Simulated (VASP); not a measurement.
Write the native input for VASP 6.6.1 that does the following.

```
Task                   : electric field gradients
Functional             : PBEsol
Potentials or basis    : VASP PAW PBE potentials, release 64 (Pb_d)
Cutoff                 : 520 eV
k mesh                 : 12 × 12 × 7
Occupations            : fermi-dirac, width 0.05 eV
Spin                   : no spin polarisation
Dipole correction      : no
Further INCAR settings : ALGO = Normal; EDIFF = 1e-08; NBANDS = 21
```

The structure of Pb lies in POSCAR:

```
Pb
1.0
    3.5257954250      0.0000000000      0.0000000000
   -1.7628977125      3.0534284065      0.0000000000
    0.0000000000      0.0000000000      5.6635610674
Pb
2
Direct
    0.3333333333      0.6666666667      0.2500000000
    0.6666666667      0.3333333333      0.7500000000
```

This isn't the form of Pb at room conditions, which is fcc.

One way to write it, as run:

INCAR

```
PREC = Accurate
ENCUT = 520
EDIFF = 1E-8
ISMEAR = -1
SIGMA = 0.05
LREAL = False
LASPH = True
NELM = 80
ALGO = Normal
ISIF = 2
LWAVE = False
LCHARG = False
GGA = PS
LEFG = True
NBANDS = 21
```

KPOINTS

```
Automatic mesh
0
Gamma
  12 12 7
```

Potentials or basis: VASP PAW PBE potentials, release 64 (Pb_d).

Launch:

```bash
$ cat potpaw_PBE.64/Pb_d/POTCAR > POTCAR
$ mpirun -np 1 vasp_std > vasp.out
```

Results of the run:

```json
{"Pressure": "-1.0 GPa", "Band gap on the k mesh": "zero (bands 14 and 15 overlap by 7.41 eV)", "Largest electric field gradient by atom": "Pb -16.2 V/Å²"}
```

Caveat: without QUAD_EFG the Cq values of the log hold for a quadrupole moment of 1 mb, not for the nuclei; the PAW data sets were made with another functional, which shifts forces and pressure a little; spin-orbit coupling is left out, which moves the levels of the heavy elements.

It took 2 min on 1 thread of Intel Xeon 8259CL, with other jobs on the host, peak memory 0.22 GiB.
